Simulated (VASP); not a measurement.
# Pt (R-3m) in VASP: further runs

Runs on Pt. Level: r2SCAN. Tasks: single point.

Everything below comes from runs of VASP 6.6.1. Logs are shortened: lines on timing, memory, paths and dates and some standing lists are left out, and cuts for length are marked.

### Step 1. The cell of the first run

The structure is trigonal, space group R-3m (No. 166). The conventional cell has a = 2.198 Å, b = 2.198 Å, c = 10.766 Å, α = 90.00°, β = 90.00°, γ = 120.00°. Within 2.9 Å of Pt (site symmetry -3m) lie 6 Pt at 2.20 Å.

### Step 2. Single point, r2SCAN

The input, POSCAR:

```
Pt
1.0
    1.0359908399      2.5899770997      2.5899770997
    2.5899770997      1.0359908399      2.5899770997
    2.5899770997      2.5899770997      1.0359908399
Pt
1
Direct
    0.0000000000      0.0000000000      0.0000000000
```

The input, INCAR.step1:

```
SYSTEM = Pt
PREC = Accurate
ENCUT = 520
ISMEAR = 0
SIGMA = 0.15
LREAL = .False.
LASPH = .True.
NELM = 60
NBANDS = 11
GGA = PE
ALGO = Normal
EDIFF = 1E-4
LWAVE = .True.
LCHARG = .False.
```

The input, INCAR.step2:

```
SYSTEM = Pt
PREC = Accurate
ENCUT = 520
EDIFF = 1E-6
ISMEAR = 0
SIGMA = 0.15
LREAL = .False.
LASPH = .True.
NELM = 60
ALGO = Normal
ISIF = 2
LWAVE = .False.
LCHARG = .False.
METAGGA = R2SCAN
LMIXTAU = .True.
NBANDS = 11
ISTART = 1
```

The input, KPOINTS:

```
Automatic mesh
0
Gamma
  24 24 24
  0 0 0
```

Potentials or basis: VASP PAW PBE potentials, release 64 (Pt).

Launch:

```console
cat potpaw_PBE.64/Pt/POTCAR > POTCAR
cp INCAR.step1 INCAR
mpirun -np 1 vasp_std > vasp.out
cp INCAR.step2 INCAR
mpirun -np 1 vasp_std > vasp.out
```

OUTCAR:

```text
SYSTEM = Pt
   PREC = Accurate
   ENCUT = 520
   EDIFF = 1E-6
   ISMEAR = 0
   LREAL = .False.
   LASPH = .True.
   NELM = 60
   ISIF = 2
   METAGGA = R2SCAN
   ISTART = 1

 ion  position               nearest neighbor table
   1  0.000  0.000  0.000-

  LATTYP: Found a trigonal (rhomboedric) cell.
 ALAT       =     3.8064734039
 COS(alpha) =     0.8333333333

  Lattice vectors:

 A1 = (   1.0359908399,   2.5899770997,   2.5899770997)
 A2 = (   2.5899770997,   1.0359908399,   2.5899770997)
 A3 = (   2.5899770997,   2.5899770997,   1.0359908399)

Analysis of symmetry for initial positions (statically):
=====================================================================
 Subroutine PRICEL returns:
 Original cell was already a primitive cell.

 Routine SETGRP: Setting up the symmetry group for a
 trigonal (rhombohedral) supercell.

 Subroutine GETGRP returns: Found 12 space group operations
 (whereof 12 operations were pure point group operations)
 out of a pool of 12 trial point group operations.

The static configuration has the point symmetry D_3d.

Analysis of symmetry for dynamics (positions and initial velocities):
=====================================================================
 Subroutine PRICEL returns:
 Original cell was already a primitive cell.

 Routine SETGRP: Setting up the symmetry group for a
 trigonal (rhombohedral) supercell.

 Subroutine GETGRP returns: Found 12 space group operations
 (whereof 12 operations were pure point group operations)
 out of a pool of 12 trial point group operations.

The dynamic configuration has the point symmetry D_3d.

 Subroutine INISYM returns: Found 12 space group operations
 (whereof 12 operations are pure point group operations),
 and found     1 'primitive' translations

----------------------------------------------------------------------------------------

                                     Primitive cell

  volume of cell :      15.0107

  direct lattice vectors                    reciprocal lattice vectors
     1.035990840  2.589977100  2.589977100    -0.375378694  0.268127639  0.268127639
     2.589977100  1.035990840  2.589977100     0.268127639 -0.375378694  0.268127639
     2.589977100  2.589977100  1.035990840     0.268127639  0.268127639 -0.375378694

  length of vectors
     3.806473404  3.806473404  3.806473404     0.533567264  0.533567264  0.533567264

  position of ions in fractional coordinates (direct lattice)
     0.000000000  0.000000000  0.000000000

  ion indices of the primitive-cell ions
   primitive index   ion index
                 1           1

----------------------------------------------------------------------------------------

 KPOINTS: Automatic mesh

Automatic generation of k-mesh.
 Grid dimensions read from file:
 generate k-points for:   24   24   24

 Generating k-lattice:

  Cartesian coordinates                     Fractional coordinates (reciprocal lattice)
    -0.015640779  0.011171985  0.011171985     0.041666667  0.000000000  0.000000000
     0.011171985 -0.015640779  0.011171985     0.000000000  0.041666667  0.000000000
     0.011171985  0.011171985 -0.015640779     0.000000000  0.000000000  0.041666667

  Length of vectors
     0.022231969  0.022231969  0.022231969

  Shift w.r.t. Gamma in fractional coordinates (k-lattice)
     0.000000000  0.000000000  0.000000000

 Subroutine IBZKPT returns following result:
 ===========================================

 Found   1313 irreducible k-points:

 Following reciprocal coordinates:
            Coordinates               Weight
  0.000000  0.000000  0.000000      1.000000
  0.041667  0.000000  0.000000      6.000000
  0.083333  0.000000  0.000000      6.000000
  0.125000  0.000000  0.000000      6.000000
  0.166667  0.000000  0.000000      6.000000
  0.208333  0.000000  0.000000      6.000000
[... 16 lines left out ...]
  0.416667  0.041667 -0.000000     12.000000
  0.458333  0.041667  0.000000     12.000000
 [... further k-points ...]
   k-points           NKPTS =   1313   k-points in BZ     NKDIM =   1313   number of bands    NBANDS=     11
   number of dos      NEDOS =    301   number of ions     NIONS =      1
   total plane-waves  NPLWV =  21952
   dimension x,y,z NGX =    28 NGY =   28 NGZ =   28
   dimension x,y,z NGXF=    56 NGYF=   56 NGZF=   56
   ions per type =               1
   NGX,Y,Z   is equivalent  to a cutoff of  12.23, 12.23, 12.23 a.u.
   NGXF,Y,Z  is equivalent  to a cutoff of  24.46, 24.46, 24.46 a.u.
 SYSTEM =  Pt
   PREC   = accura    normal or accurate (medium, high low for compatibility)
   ISTART =      1    job   : 0-new  1-cont  2-samecut
   ICHARG =      0    charge: 1-file 2-atom 10-const
   ISPIN  =      1    spin polarized calculation?
   LNONCOLLINEAR =      F non collinear calculations
   LSORBIT =      F    spin-orbit coupling
   LASPH  =      T    aspherical Exc in radial PAW
   ENCUT  =  520.0 eV  38.22 Ry    6.18 a.u.   7.08  7.08  7.08*2*pi/ulx,y,z
   NELM   =     60;   NELMIN=  2; NELMDL=  0     # of ELM steps
   EDIFF  = 0.1E-05   stopping-criterion for ELM
   LREAL  =      F    real-space projection
   EDIFFG = 0.1E-04   stopping-criterion for IOM
   NSW    =      0    number of steps for IOM
   IBRION =     -1    ionic relax: 0-MD 1-quasi-New 2-CG
   NFREE  =      0    steps in history (QN), initial steepest desc. (CG)
   ISIF   =      2    stress and relaxation
   ISYM   =      2    0-nonsym 1-usesym 2-fastsym
   POTIM  = 0.5000    time-step for ionic-motion
   TEBEG  =    0.0;   TEEND  =   0.0 temperature during run
   PSTRESS=    0.0 pullay stress
   NELECT =      10.0000    total number of electrons
   NUPDOWN=      -1.0000    fix difference up-down
   EMIN   =  10.00;   EMAX   =-10.00  energy-range for DOS
   EFERMI =   0.00;   METHOD = LEGACY
   ISMEAR =     0;   SIGMA  =   0.15  broadening in eV -4-tet -1-fermi 0-gaus
   EFERMI_NEDOS =   21; number of points for ismear=-14 and -15
   IALGO  =     38    algorithm
   IMIX   =      4    mixing-type and parameters
     AMIX     =   0.40;   BMIX     =  1.00
     AMIX_MAG =   1.60;   BMIX_MAG =  1.00
  volume/ion in A,a.u.               =      15.01       101.30
  Fermi-wavevector in a.u.,A,eV,Ry     =   1.429797  2.701924 27.814648  2.044319
  Thomas-Fermi vector in A             =   2.549712
   LORBIT       =      0    0 simple, 1 ext, 2 COOP (PROOUT), +10 PAW based schemes
   METAGGA = R2SCAN    functional components
   LHFCALC =     F    Hartree Fock is set to
   AEXX    =    0.0000 exact exchange contribution
   IVDW    =     0    specifies the selected vdW correction
   LEPSILON=     F    determine dielectric tensor
   LRPA    =     F    only Hartree local field effects (RPA)
 non-spin polarized calculation
 Gauss-broadening in eV      SIGMA  =   0.15
  energy-cutoff  :      520.00
  volume of cell :       15.01
 maximum number of plane-waves:       416
   NGX = 15   NGY = 15   NGZ = 15

 number of electron       9.9999999 magnetization

 Free energy of the ion-electron system (eV)
  ---------------------------------------------------
  ext. energy  EPLUGINS =         0.00000000
  ---------------------------------------------------
  free energy    TOTEN  =       -46.51417045 eV

  energy without entropy =      -46.50889661  energy(sigma->0) =      -46.51153353

 E-fermi :  11.4551     XC(G=0): -13.8763

 val. band max:       11.4435511889   @ k =  -0.2083   0.1667   0.1667
 cond. band min:      11.4746333009   @ k =   0.4167   0.0417   0.0417
 fundamental gap:      0.0310821120
 Fermi energy:        11.4550887380

 k-point     1 :       0.0000    0.0000    0.0000
  band No.  band energies     occupation
      1      -1.7678      2.00000
      2       3.9350      2.00000
      3       4.8875      2.00000
      4       4.8875      2.00000
      5      12.3844      0.00000
      6      12.3844      0.00000
      7      15.2502      0.00000
      8      25.2393      0.00000
      9      28.2027      0.00000
     10      39.2032      0.00000
     11      42.5572      0.00000

 k-point     2 :       0.0417    0.0000    0.0000
  band No.  band energies     occupation
      1      -1.6041      2.00000
      2       3.9963      2.00000
      3       4.7688      2.00000
      4       5.0145      2.00000
      5      11.7454      0.00620
      6      12.3410      0.00000
      7      15.8936      0.00000
      8      25.2775      0.00000
      9      28.5263      0.00000
     10      39.2987      0.00000
     11      41.6375      0.00000

 k-point     3 :       0.0833    0.0000    0.0000
  band No.  band energies     occupation
      1      -1.1356      2.00000
      2       4.1771      2.00000
      3       4.4578      2.00000
      4       5.3926      2.00000
      5      10.5315      2.00000
      6      12.2153      0.00000
      7      17.1123      0.00000
      8      25.3986      0.00000
      9      29.4639      0.00000
     10      39.4763      0.00000
     11      39.9841      0.00000

 k-point     4 :       0.1250    0.0000    0.0000
  band No.  band energies     occupation
      1      -0.4490      2.00000
      2       4.0799      2.00000
      3       4.4836      2.00000
      4       6.0130      2.00000
      5       9.2352      2.00000
      6      12.0198      0.00000
      7      18.3892      0.00000
      8      25.6203      0.00000
      9      30.9237      0.00000
     10      38.0401      0.00000
     11      39.9209      0.00000

 k-point     5 :       0.1667    0.0000    0.0000
  band No.  band energies     occupation
      1       0.2212      2.00000
      2       3.9385      2.00000
      3       4.8878      2.00000
      4       6.8609      2.00000
      5       7.9836      2.00000
      6      11.7727      0.00275
      7      19.5617      0.00000
      8      25.9642      0.00000
      9      32.7452      0.00000
     10      36.3678      0.00000
     11      39.6802      0.00000
[... 211 lines left out ...]
 k-point    21 :       0.3333    0.0417    0.0000
  band No.  band energies     occupation
      1      -0.3586      2.00000
      2       4.2666      2.00000
      3       7.2253      2.00000
      4       7.9998      2.00000
      5      10.6589      2.00000
      6      11.7031      0.01939
      7      21.7353      0.00000
      8      28.1557      0.00000
      9      29.9683      0.00000
     10      34.8515      0.00000
     11      39.6840      0.00000

 k-point    22 :       0.3750    0.0417   -0.0000
  band No.  band energies     occupation
      1      -0.8214      2.00000
      2       3.5941      2.00000
      3       7.9065      2.00000
      4       9.8383      2.00000
      5      10.4144      2.00000
      6      13.2442      0.00000
      7      22.0523      0.00000
      8      27.9721      0.00000
      9      28.6435      0.00000
     10      34.7171      0.00000
     11      38.3486      0.00000

 k-point    23 :       0.4167    0.0417   -0.0000
  band No.  band energies     occupation
      1      -1.1958      2.00000
      2       3.0735      2.00000
      3       8.5276      2.00000
      4      10.2159      2.00000
      5      11.6067      0.15292
      6      14.6982      0.00000
      7      22.3168      0.00000
      8      26.5229      0.00000
      9      28.6093      0.00000
     10      34.6141      0.00000
     11      36.9613      0.00000

 k-point    24 :       0.4583    0.0417    0.0000
  band No.  band energies     occupation
      1      -1.4560      2.00000
      2       2.7209      2.00000
      3       9.0080      2.00000
      4      10.0809      2.00000
      5      13.0635      0.00000
      6      15.8820      0.00000
      7      22.6160      0.00000
      8      25.2284      0.00000
      9      28.6138      0.00000
     10      34.1018      0.00000
     11      36.2024      0.00000

 [... further k-points ...]
[... 5 lines left out ...]
  --------------------------------------------------------------------------------------
  -------------------------------------------------------------------------------------
  Total       21.0251747     21.0251747     21.0251747    -10.3195408    -10.3195408    -10.3195408
  in kB     2244.1334568   2244.1334568   2244.1334568  -1101.4617999  -1101.4617999  -1101.4617999
  external PRESSURE =    2244.1334568 kB  Pullay stress =       0.0000000 kB

 VOLUME and BASIS-vectors are now :
 -----------------------------------------------------------------------------
  energy-cutoff  :      520.00
  volume of cell :       15.01
      direct lattice vectors                 reciprocal lattice vectors
     1.035990840  2.589977100  2.589977100    -0.375378694  0.268127639  0.268127639
     2.589977100  1.035990840  2.589977100     0.268127639 -0.375378694  0.268127639
     2.589977100  2.589977100  1.035990840     0.268127639  0.268127639 -0.375378694

 POSITION                                       TOTAL-FORCE (eV/Angst)
 -----------------------------------------------------------------------------------
      0.00000      0.00000      0.00000         0.000000      0.000000     -0.000000
 -----------------------------------------------------------------------------------
    total drift:                               -0.000000     -0.000000     -0.000000

  FREE ENERGIE OF THE ION-ELECTRON SYSTEM (eV)
  ---------------------------------------------------
  free  energy   TOTEN  =       -46.5141704512 eV

  energy  without entropy=      -46.5088966101  energy(sigma->0) =      -46.51153353
```

It took 31 min on 1 thread of Intel Xeon Platinum 8259CL at 2.50GHz (Skylake/Cascade Lake), shared host; peak memory 0.36 GiB.

Results:

- Free energy: -46.5142 eV
- Pressure: 224.4 GPa
- Band gap on the k mesh: zero (bands 5 and 6 overlap by 5.05 eV)

Caveat: the cell stands under pressure; the PAW data sets were made with another functional, which shifts forces and pressure a little; spin-orbit coupling is left out, which moves the levels of the heavy elements.

### Step 3. Single point, r2SCAN

This run uses another cell than the first one, of the same volume but with other edges.

The input, POSCAR:

```
Pt
1.0
   -0.4243046543      1.7703745920      1.7703745920
    1.7703745920     -0.4243046543      1.7703745920
    1.7703745920      1.7703745920     -0.4243046543
Pt
1
Direct
    0.0000000000      0.0000000000      0.0000000000
```

The input, INCAR.step1:

```
PREC = Accurate ; ENCUT = 520
ISMEAR = 0 ; SIGMA = 0.15
LREAL = F ; LASPH = T
NELM = 80 ; NBANDS = 11
GGA = PE ; ALGO = Normal
EDIFF = 1E-4 ; LWAVE = T
LCHARG = F
```

The input, INCAR.step2:

```
PREC = Accurate ; ENCUT = 520
EDIFF = 1E-7 ; ISMEAR = 0
SIGMA = 0.15 ; LREAL = F
LASPH = T ; NELM = 80
ALGO = Normal ; ISIF = 2
LWAVE = F ; LCHARG = F
METAGGA = R2SCAN ; LMIXTAU = T
NBANDS = 11 ; ISTART = 1
```

The input, KPOINTS:

```
regular mesh
0
Gamma
  24 24 24
```

Potentials or basis: VASP PAW PBE potentials, release 64 (Pt).

Launch:

```console
cat potpaw_PBE.64/Pt/POTCAR > POTCAR
cp INCAR.step1 INCAR
mpirun -np 1 vasp_std > vasp.out
cp INCAR.step2 INCAR
mpirun -np 1 vasp_std > vasp.out
```

It took 13 min on 1 thread of Intel Xeon Platinum 8259CL at 2.50GHz (Skylake/Cascade Lake), shared host; peak memory 0.31 GiB.

The run converged. Its results:

```
Free energy            : -50.9715 eV
Pressure               : 34.1 GPa
Band gap on the k mesh : zero (bands 5 and 6 overlap by 4.74 eV)
```

Stress tensor (GPa, compression positive):
```
34.13 12.79 12.79
12.79 34.13 12.79
12.79 12.79 34.13
```

Levels at points of the mesh, in eV from the Fermi level:
| k point | band 2 | band 3 | band 4 | band 5 | band 6 | band 7 | band 8 | band 9 |
| --- | --- | --- | --- | --- | --- | --- | --- | --- |
| (0.00, 0.00, 0.00) | -5.96 | -5.96 | -0.48 | -0.24 | -0.24 | 15.61 | 18.55 | 18.55 |
| (0.50, 0.00, 0.00) | -5.78 | -1.37 | -0.59 | -0.52 | -0.50 | 6.31 | 17.56 | 18.54 |
| (0.50, 0.50, 0.00) | -6.54 | -0.69 | -0.48 | 2.39 | 3.07 | 8.48 | 11.06 | 17.80 |
| (0.50, 0.50, 0.50) | -4.91 | -4.91 | 2.18 | 2.18 | 4.51 | 12.90 | 13.00 | 15.92 |

Caveat: the cell stands under pressure; the PAW data sets were made with another functional, which shifts forces and pressure a little; spin-orbit coupling is left out, which moves the levels of the heavy elements.

### Step 4. Single point, r2SCAN

This run uses another cell than the first one, of the same volume but with other edges.

The input, POSCAR:

```
Pt
1.0
    0.4772472118      2.2232735965      2.2232735965
    2.2232735965      0.4772472118      2.2232735965
    2.2232735965      2.2232735965      0.4772472118
Pt
1
Direct
    0.0000000000      0.0000000000      0.0000000000
```

The input, INCAR.step1:

```
SYSTEM = Pt
ALGO     = Normal         ! electronic algorithm
EDIFF    = 1E-4           ! SCF threshold, eV
ENCUT    = 520            ! plane-wave cutoff, eV
GGA      = PE             ! functional
ISMEAR   = 0              ! smearing method
LASPH    = .True.         ! aspherical terms in the spheres
LCHARG   = .False.        ! write CHGCAR
LREAL    = .False.        ! projectors in reciprocal space
LWAVE    = .True.         ! write WAVECAR
NBANDS   = 11             ! bands
NELM     = 100            ! most SCF steps
PREC     = Accurate       ! precision mode
SIGMA    = 0.15           ! smearing width, eV
```

The input, INCAR.step2:

```
SYSTEM = Pt
ALGO     = Normal         ! electronic algorithm
EDIFF    = 1E-6           ! SCF threshold, eV
ENCUT    = 520            ! plane-wave cutoff, eV
ISIF     = 2              ! what is computed and relaxed
ISMEAR   = 0              ! smearing method
ISTART   = 1            
LASPH    = .True.         ! aspherical terms in the spheres
LCHARG   = .False.        ! write CHGCAR
LMIXTAU  = .True.       
LREAL    = .False.        ! projectors in reciprocal space
LWAVE    = .False.        ! write WAVECAR
METAGGA  = R2SCAN         ! meta-GGA
NBANDS   = 11             ! bands
NELM     = 100            ! most SCF steps
PREC     = Accurate       ! precision mode
SIGMA    = 0.15           ! smearing width, eV
```

The input, KPOINTS:

```
k-points
0
Gamma
  24 24 24
  0 0 0
```

Launch:

```console
cat potpaw_PBE.64/Pt/POTCAR > POTCAR
cp INCAR.step1 INCAR
mpirun -np 1 vasp_std > vasp.out
cp INCAR.step2 INCAR
mpirun -np 1 vasp_std > vasp.out
```

Wall time 8.9 min (1 thread of Intel Xeon Platinum 8259CL at 2.50GHz (Skylake/Cascade Lake), shared host); peak memory 0.33 GiB.

Results (log left out):

```yaml
Free_energy: -50.6189 eV
Pressure: 54.4 GPa
Band_gap_on_the_k_mesh: zero (bands 5 and 6 overlap by 3.16 eV)
```

Stress tensor (GPa, compression positive):
```
 54.43 -33.01 -33.01
-33.01  54.43 -33.01
-33.01 -33.01  54.43
```

Levels at points of the mesh, in eV from the Fermi level:
```tsv
k point	band 2	band 3	band 4	band 5	band 6	band 7	band 8	band 9
(0.00, 0.00, 0.00)	-6.01	-4.20	-4.20	-0.16	-0.16	10.85	18.01	22.98
(0.50, 0.00, 0.00)	-5.65	-1.69	-1.65	1.42	2.09	9.47	13.25	18.51
(0.50, 0.50, 0.00)	-6.71	-0.58	-0.10	2.12	2.90	9.29	11.19	17.36
(0.50, 0.50, 0.50)	-4.29	-4.29	-2.00	0.29	0.29	1.40	17.30	26.47
```

Caveat: the cell stands under pressure; the PAW data sets were made with another functional, which shifts forces and pressure a little; spin-orbit coupling is left out, which moves the levels of the heavy elements.

### Step 5. Summary

| cell | gap on the mesh (eV) | pressure (GPa) |
| --- | --- | --- |
| a = 3.806 Å, angles 33.6°, 1 atom | none | 224.4 |
| a = 2.539 Å, angles 75.3°, 1 atom | none | 34.1 |
| a = 3.180 Å, angles 45.7°, 1 atom | none | 54.4 |

Alike in all rows: task single point; level r2SCAN; potentials or basis VASP PAW PBE potentials, release 64 (Pt); no spin polarisation; k mesh 24 × 24 × 24; cutoff (eV) 520; smearing gaussian 0.15 eV.

Caveats: the cell stands under pressure; the PAW data sets were made with another functional, which shifts forces and pressure a little; spin-orbit coupling is left out, which moves the levels of the heavy elements.

Total energies depend on the potentials used, so only differences within one code and one set of settings carry meaning.
